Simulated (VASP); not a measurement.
Crystal: TiNi.

```xyz
2
Lattice="3.1270 0.0000 0.0000 -1.5635 2.7080 0.0000 0.0000 0.0000 3.0499" Properties=species:S:1:pos:R:3 pbc="T T T"
Ti    0.0000    0.0000    0.0000
Ni    1.5635    0.9027    1.5249
```

* Program: VASP 6.6.1
* Task: relaxation of cell and atoms
* Functional: PBE
* Potentials or basis: VASP PAW PBE potentials, release 64 (Ti_sv, Ni)
* Cutoff: 600 eV
* k mesh: 6 × 6 × 6
* Occupations: gaussian, width 0.1 eV
* Spin: no spin polarisation

At the start: pressure 26.9 GPa; volume 12.91 Å³/atom.

**Question.** How do energy, volume and symmetry change on relaxing?

**Answer.** Over 4 steps the energy falls by 153.6 meV/atom and the volume is 14.94 Å³/atom (+15.7 %); space group P-6m2 (No. 187, to 0.05 Å).

The path:
```csv
step,energy change (eV),largest force (eV/Å),pressure (GPa),volume (Å³)
1,0.0000,0.0000,26.92,25.83
2,-0.0483,0.0000,-14.99,34.81
3,-0.3070,0.0000,-0.90,30.04
4,-0.3071,0.0000,0.14,29.88
```

Final structure:
```xyz
2
Lattice="3.2698 0.0000 0.0000 -1.6349 2.8317 0.0000 0.0000 0.0000 3.2274" Properties=species:S:1:pos:R:3 pbc="T T T"
Ti    0.0000    0.0000    0.0000
Ni    1.6349    0.9439    1.6137
```

Caveat: the k points lie up to 0.37 Å⁻¹ apart in the final cell; the volume moved by over 15 % at a fixed basis, so the end points are rough.
